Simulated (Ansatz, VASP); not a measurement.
# Two plane-wave programs on Au

```
Au
1.0
    -1.62060    1.62060    1.62060
     1.62060   -1.62060    1.62060
     1.62060    1.62060   -1.62060
Au
1
Direct
  0.00000 0.00000 0.00000
```

Alike in both runs: functional PBEsol; k mesh 8 × 8 × 8; occupations gaussian, width 0.1 eV; no spin polarisation.

Ansatz relaxed the structure, and its values are those at the end. VASP's run is a single point on that final structure, the one shown.

```csv
,VASP,Ansatz
version,VASP 6.6.1,Ansatz 0.2.0
potentials or method,"VASP PAW PBE potentials, release 64 (Au), cutoff 520 eV","scalar-relativistic, plane waves, PAW"
valence electrons in the cell,11,19
```

|  | VASP | Ansatz | Ansatz less VASP |
| --- | --- | --- | --- |
| gap on the k mesh at the Fermi level (eV) | none | none | - |
| pressure (GPa) | -0.3 | 0.0 | +0.29 |

VASP's potentials were made for PBE, not for PBEsol. A gap of «none» marks a metal or a gap that the smearing closes. VASP's potentials hold 11 valence electrons a cell and Ansatz's 19, so a difference there can come from the potentials and not from the codes.

Spin-orbit coupling is off throughout.
